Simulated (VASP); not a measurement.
Wanted: the native input for a VASP 6.6.1 run.

* Task: single point
* Functional: PBE
* Potentials or basis: VASP PAW PBE potentials, release 64 (Sn_d, Te)
* Cutoff: 520 eV
* k mesh: 3 × 3 × 4
* Occupations: gaussian, width 0.1 eV
* Spin: no spin polarisation
* Dipole correction: no
* Further INCAR settings: ALGO = Normal; EDIFF = 1e-06; NBANDS = 42

The structure of SnTe3 lies in POSCAR:

```
SnTe3
1.0
    6.7784771834      0.0000000000      0.0000000000
   -3.3892385917      5.8703334398      0.0000000000
    0.0000000000      0.0000000000      5.8664599934
Sn Te
2 6
Direct
    0.6666666667      0.3333333333      0.2500000000
    0.3333333333      0.6666666667      0.7500000000
    0.3496702914      0.1748351457      0.7500000000
    0.8251648543      0.1748351457      0.7500000000
    0.8251648543      0.6503297086      0.7500000000
    0.6503297086      0.8251648543      0.2500000000
    0.1748351457      0.8251648543      0.2500000000
    0.1748351457      0.3496702914      0.2500000000
```

The cell was generated, and may not be a known phase.

These files were run (other wordings do the same):

INCAR

```
PREC = Accurate ; ENCUT = 520
EDIFF = 1E-6 ; ISMEAR = 0
SIGMA = 0.1 ; LREAL = F
LASPH = T ; NELM = 100
ALGO = Normal ; ISIF = 2
LWAVE = F ; LCHARG = F
GGA = PE ; NBANDS = 42
```

KPOINTS

```
regular mesh
0
Gamma
  3 3 4
```

Potentials or basis: VASP PAW PBE potentials, release 64 (Sn_d, Te).

The run is started by

```sh
$ cat potpaw_PBE.64/Sn_d/POTCAR potpaw_PBE.64/Te/POTCAR > POTCAR
$ mpirun -np 1 vasp_std > vasp.out
```

It gave:

```yaml
Pressure: 0.0 GPa
Largest_force: 0.008 eV/Å
Band_gap_on_the_k_mesh: zero (bands 32 and 33 overlap by 1.93 eV)
```

Caveat: spin-orbit coupling is left out, which moves the levels of the heavy elements.

It took 2.4 min on 1 thread of Intel Xeon 8259CL (shared host), peak memory 0.37 GiB.
